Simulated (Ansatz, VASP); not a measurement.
## One calculation of Ti, two programs

```
CELL_PARAMETERS angstrom
0.00000 1.97533 2.13395
1.97533 0.00000 2.13395
1.97533 1.97533 0.00000
ATOMIC_POSITIONS crystal
Ti 0.00000 0.00000 0.00000
```

Alike in both runs: task single point; functional LDA; k mesh 22 × 22 × 22; occupations gaussian, width 0.15 eV; no spin polarisation.

|  | VASP | Ansatz |
| --- | --- | --- |
| version | VASP 6.6.1 | Ansatz 0.2.0 |
| potentials or method | VASP PAW LDA potentials, release 64 (Ti_sv), cutoff 520 eV | scalar-relativistic, plane waves, PAW |
| valence electrons in the cell | 12 | 12 |

VASP gave:

| Property | Result |
| --- | --- |
| gap on the k mesh at the Fermi level (eV) | none |
| pressure (GPa) | -4.5 |
| traceless stress, the component that is largest in VASP (GPa) | -1.43 |

Estimate Ansatz's values.

gap on the k mesh at the Fermi level (eV): none; pressure (GPa): -4.5; traceless stress, the component that is largest in VASP (GPa): -1.42.

Ansatz warns that its potentials were made for another functional, while VASP's fit it. LDA's correlation is that of Perdew and Zunger in VASP and of Perdew and Wang (1992) in Ansatz. A gap of «none» marks a metal or a gap that the smearing closes.
